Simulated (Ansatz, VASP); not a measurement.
**One calculation of ZnS4, two programs**

```
CELL_PARAMETERS angstrom
3.20763 -2.40568 -0.01497
3.20763 2.40568 -0.01497
-2.24639 0.00000 7.16707
ATOMIC_POSITIONS crystal
Zn 0.03181 0.96819 0.00000
S 0.43937 0.00311 0.82287
S 0.66162 0.63169 0.59303
S 0.99689 0.56063 0.17713
S 0.36831 0.33838 0.40697
```

Alike in both runs: task single point; functional r2SCAN; k mesh 8 × 8 × 4; occupations gaussian, width 0.02 eV; no spin polarisation.

```csv
,VASP,Ansatz
version,VASP 6.6.1,Ansatz 0.2.0
potentials or method,"VASP PAW PBE potentials, release 64 (Zn, S), cutoff 520 eV","scalar-relativistic, plane waves, PAW"
valence electrons in the cell,36,36
```

|  | VASP | Ansatz | Ansatz less VASP |
| --- | --- | --- | --- |
| gap on the k mesh at the Fermi level (eV) | 1.73 | 1.70 | -0.024 |
| least direct gap on the mesh (eV) | 1.89 | 1.86 | -0.025 |
| pressure (GPa) | -2.2 | -1.9 | +0.27 |
| traceless stress, the component that is largest in VASP (GPa) | -0.58 | -0.41 | +0.172 |
| rms of the force components (eV/Å) | 0.138 | 0.096 | -0.0423 |

VASP's potentials were made for PBE, not for r2SCAN. Atom by atom the forces differ by 0.046 eV/Å (rms over components).
